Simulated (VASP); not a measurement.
**K: single point with HSE06**

K:

```xyz
1
Lattice="-2.7505 2.7505 2.7505 2.7505 -2.7505 2.7505 2.7505 2.7505 -2.7505" Properties=species:S:1:pos:R:3 pbc="T T T"
K     0.0000    0.0000    0.0000
```

| Item | Value |
| --- | --- |
| Program | VASP 6.6.1 |
| Task | single point |
| Functional | HSE06 |
| Potentials or basis | VASP PAW PBE potentials, release 64 (K_sv) |
| Cutoff | 400 eV |
| k mesh | 5 × 5 × 5 |
| Occupations | gaussian, width 0.05 eV |
| Spin | no spin polarisation |
| Dipole correction | no |
| Grid for exact exchange (PRECFOCK) | Normal |
| Further INCAR settings | ALGO = Normal; EDIFF = 1e-06; NBANDS = 10 |
| Share of exact exchange | 0.25 |
| Screening parameter | 0.2079 1/Å |

```yaml
Pressure: -0.3 GPa
Band_gap_on_the_k_mesh: zero (an odd number of electrons rules out a gap without spin polarisation)
```

Levels at points of the mesh, in eV from the Fermi level:
| k point | band 1 | band 2 | band 3 | band 4 | band 5 | band 6 | band 7 | band 8 | band 9 |
| --- | --- | --- | --- | --- | --- | --- | --- | --- | --- |
| (0.00, 0.00, 0.00) | -35.34 | -17.43 | -17.43 | -17.43 | -2.40 | 4.68 | 4.68 | 4.68 | 5.57 |

Wall time 2.2 min on 1 thread of Intel(R) Xeon(R) 6975P-C (Granite Rapids) (shared host), peak memory 0.26 GiB.

Caveat: the PAW data sets were made with another functional, which shifts forces and pressure a little.
